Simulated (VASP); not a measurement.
The system is TiC.

```
CELL_PARAMETERS angstrom
0.00000 2.16641 2.16641
2.16641 0.00000 2.16641
2.16641 2.16641 0.00000
ATOMIC_POSITIONS crystal
Ti 0.00000 0.00000 0.00000
C 0.50000 0.50000 0.50000
```

Base run:

- Program: VASP 6.6.1
- Functional: PBEsol
- Potentials or basis: VASP PAW PBE potentials, release 64 (Ti_sv, C)
- Cutoff: 520 eV
- k mesh: 16 × 16 × 16
- Occupations: gaussian, width 0.1 eV
- Spin: no spin polarisation

Its results: band gap on the k mesh zero (bands 8 and 9 overlap by 1.07 eV); pressure -6.7 GPa.

Task: The run is repeated on the same cell with these changes: functional from PBEsol to r2SCAN. What comes out?

Result: Band gap on the k mesh zero (bands 8 and 9 overlap by 1.32 eV); pressure 0.0 GPa.

Caveats: the PAW data sets were made with another functional, which shifts forces and pressure a little; the cell stands under tension (at least some runs).
